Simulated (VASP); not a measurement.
NiMoIrPdW, 5 atoms in the cell. The structure is trigonal, space group P3m1 (No. 156). The conventional cell has a = 4.061 Å, b = 4.061 Å, c = 5.372 Å, α = 90.00°, β = 90.00°, γ = 120.00°. Within 3.1 Å of Ni (site symmetry 3m) lie 3 Mo at 2.34 Å and 3 Ir at 2.66 Å and 3 W at 2.78 Å. Within 3.1 Å of Mo (site symmetry 3m) lie 3 Ni at 2.34 Å and 3 Ir at 2.67 Å and 2 Pd at 2.68 to 2.69 Å and 3 W at 2.77 Å. Within 3.5 Å of Pd (site symmetry 3m) lie 3 W at 2.64 Å and 2 Mo at 2.68 to 2.69 Å and 3 Ir at 2.74 Å. Within 3.5 Å of Ir (site symmetry 3m) lie 2 W at 2.63 to 2.74 Å and 3 Ni at 2.66 Å and 3 Mo at 2.67 Å and 3 Pd at 2.74 Å. Within 3.5 Å of W (site symmetry 3m) lie 2 Ir at 2.63 to 2.74 Å and 3 Pd at 2.64 Å and 3 Mo at 2.77 Å and 3 Ni at 2.78 Å.  This cell differs from its parent crystal: volume scaled by 0.96.

* Program: VASP 6.6.1
* Task: single point
* Functional: PBE
* Potentials or basis: VASP PAW PBE potentials, release 64 (Ni, Mo_sv, Pd, Ir, W_sv)
* Cutoff: 520 eV
* k mesh: 6 × 6 × 4
* Occupations: fermi-dirac, width 0.05 eV
* Spin: collinear spin, ferromagnetic start
* Starting moments: [1.0, 1.0, 0.0, 0.6, 0.0] μB
* Dipole correction: no
* Further INCAR settings: ALGO = Fast; EDIFF = 1e-06; NBANDS = 40

Potentials or basis: VASP PAW PBE potentials, release 64 (Ni, Mo_sv, Pd, Ir, W_sv).

Launch:

```bash
$ cat potpaw_PBE.64/Ni/POTCAR potpaw_PBE.64/Mo_sv/POTCAR potpaw_PBE.64/Pd/POTCAR potpaw_PBE.64/Ir/POTCAR potpaw_PBE.64/W_sv/POTCAR > POTCAR
$ mpirun -np 1 vasp_std > vasp.out
```

Hardware: 1 thread of Oxide Virtual Turin-like Processor, with other jobs on the host.

Task: How long does it take, and how much memory?

Result: Run time: 9 min on 1 thread of Oxide Virtual Turin-like Processor (shared host), peak memory 0.37 GiB. Counts: scf iterations 19, k points 47.
